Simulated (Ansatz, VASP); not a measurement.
## One calculation of HC12, two programs

```xyz
26
Lattice="5.0509 0.0000 0.0000 0.0000 5.0509 0.0000 0.0000 0.0000 22.3755" Properties=species:S:1:pos:R:3 pbc="T T T"
C     0.0000    1.2627    4.0000
C     0.0000    3.7882    4.0000
C     2.5255    1.2627    4.0000
C     2.5255    3.7882    4.0000
C     0.0000    0.0000    4.8929
C     0.0000    2.5255    4.8929
C     2.5255    0.0000    4.8929
C     2.5255    2.5255    4.8929
C     1.2627    0.0000    5.7858
C     1.2627    2.5255    5.7858
C     3.7882    0.0000    5.7858
C     3.7882    2.5255    5.7858
C     1.2627    1.2627    6.6590
C     1.2627    3.7882    6.6590
C     3.7882    1.2627    6.6590
C     3.7882    3.7882    6.6590
C     0.0000    1.2627    7.5962
C     0.0000    3.7882    7.5962
C     2.5255    1.2627    7.5962
C     2.5255    3.7882    7.5962
C     0.0000    0.0000    8.3755
C     0.0000    2.5255    8.3755
C     2.5255    0.0000    8.3755
C     2.5255    2.5255    8.3755
H     4.6759    1.8941    9.7855
H     5.4259    1.8941    9.7855
```

Alike in both runs: task single point; functional PBE; k mesh 5 × 5 × 1; occupations gaussian, width 0.05 eV; no spin polarisation.

|  | VASP | Ansatz |
| --- | --- | --- |
| version | VASP 6.6.1 | Ansatz 0.2.0 |
| potentials or method | VASP PAW PBE potentials, release 64 (C, H), cutoff 520 eV | scalar-relativistic, plane waves, PAW |
| valence electrons in the cell | 98 | 98 |

Ansatz gave:

- gap on the k mesh at the Fermi level (eV): none
- rms of the force components (eV/Å): 0.912
- work function, face that differs most (eV): 7.51

Q: Which values does VASP return?

A: gap on the k mesh at the Fermi level (eV): none; rms of the force components (eV/Å): 0.906; work function, face that differs most (eV): 7.51.

Atom by atom the forces differ by 0.013 eV/Å (rms over components). A gap of «none» marks a metal or a gap that the smearing closes.
